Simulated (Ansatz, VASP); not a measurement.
# Two plane-wave programs on MoS2

```
Mo S
1.0
     3.23015    0.00000    0.00000
    -1.61507    2.79739    0.00000
     0.00000    0.00000    6.30783
Mo S
1 2
Cartesian
  0.0000 0.0000 3.1539
  0.0000 1.8649 1.6124
  1.6151 0.9325 4.6954
```

Alike in both runs: task single point; functional r2SCAN; k mesh 4 × 4 × 2; no spin polarisation.

|  | VASP | Ansatz |
| --- | --- | --- |
| version | VASP 6.6.1 | Ansatz 0.2.0 |
| potentials or method | VASP PAW PBE potentials, release 64 (Mo_sv, S) | plane waves, PAW |
| plane-wave cutoff (eV) | 520 | 500 |
| occupations | gaussian, width 0.1 eV | gaussian |
| valence electrons in the cell | 26 | 26 |

|  | VASP | Ansatz | Ansatz less VASP |
| --- | --- | --- | --- |
| gap on the k mesh at the Fermi level (eV) | none | none | - |
| pressure (GPa) | 0.9 | 0.8 | -0.05 |
| traceless stress, the component that is largest in VASP (GPa) | -2.49 | -2.54 | -0.047 |
| rms of the force components (eV/Å) | 0.074 | 0.080 | +0.0054 |

VASP's potentials were made for PBE, not for r2SCAN. Atom by atom the forces differ by 0.005 eV/Å (rms over components). A gap of «none» marks a metal or a gap that the smearing closes.

The k mesh is coarse, so the values compare programs but aren't converged.
